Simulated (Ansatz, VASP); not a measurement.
ZrB2 in VASP and in Ansatz

The input INCAR:

```
SYSTEM = ZrB2
PREC     = Accurate       ! precision mode
ENCUT    = 500            ! plane-wave cutoff, eV
EDIFF    = 1E-6           ! SCF threshold, eV
ISMEAR   = 0              ! smearing method
SIGMA    = 0.1            ! smearing width, eV
LREAL    = .False.        ! projectors in reciprocal space
LASPH    = .True.         ! aspherical terms in the spheres
NELM     = 120            ! most SCF steps
ALGO     = Normal         ! electronic algorithm
ISIF     = 2              ! what is computed and relaxed
LWAVE    = .False.        ! write WAVECAR
LCHARG   = .True.         ! write CHGCAR
GGA      = PE             ! functional
IVDW     = 12             ! dispersion correction
LELF     = .True.         ! ELF
LVHAR    = .True.       
NBANDS   = 16             ! bands
GGA_COMPAT= .False.
```

The input KPOINTS:

```
Automatic mesh
0
Gamma
  6 6 6
  0 0 0
```

Contents of POSCAR:

```
ZrB2
1.0
    3.1675246600      0.0000000000      0.0000000000
   -1.5837623300      2.7431568200      0.0000000000
    0.0000000000      0.0000000000      3.5523880600
Zr B
1 2
Direct
    0.0000000000      0.0000000000      0.0000000000
    0.3333333300      0.6666666700      0.5000000000
    0.6666666700      0.3333333300      0.5000000000
```

Input for Ansatz:

```yaml
crystal:
  lattice:
    - [3.16752466, 0.0, 0.0]
    - [-1.58376233, 2.74315682, 0.0]
    - [0.0, 0.0, 3.55238806]
  atoms:
    - { symbol: Zr, position: [0.0, 0.0, 0.0] }
    - { symbol: B, position: [0.33333333, 0.66666667, 0.5] }
    - { symbol: B, position: [0.66666667, 0.33333333, 0.5] }
basis:
  ecutwfc: 420
kpoints:
  mp_grid: { grid: [6, 6, 6] }
hamiltonian:
  xc: pbe
  dispersion: d3bj
  pseudopotentials: { kind: paw, azcp: { folder: soft_1 } }
scf:
  occupations: { method: gaussian, width: 0.1 }
output:
  forces: true
  stress: true
  eigenvalues: true
```

Alike in both runs: task single point; functional PBE; dispersion D3(BJ); k mesh 6 × 6 × 6; occupations gaussian, width 0.1 eV; no spin polarisation.

|  | VASP | Ansatz |
| --- | --- | --- |
| version | VASP 6.6.1 | Ansatz 0.2.0 |
| potentials or method | VASP PAW PBE potentials, release 64 (Zr_sv, B), cutoff 500 eV | scalar-relativistic, plane waves, PAW |
| valence electrons in the cell | 18 | 18 |

Ansatz gave:

```
gap on the k mesh at the Fermi level (eV)                     : none
pressure (GPa)                                                : -6.0
traceless stress, the component that is largest in VASP (GPa) : -1.76
```

What did VASP give for the same quantities?

gap on the k mesh at the Fermi level (eV): none; pressure (GPa): -5.9; traceless stress, the component that is largest in VASP (GPa): -1.74.

A gap of «none» marks a metal or a gap that the smearing closes.

The k mesh is coarse, so the values compare programs but aren't converged.
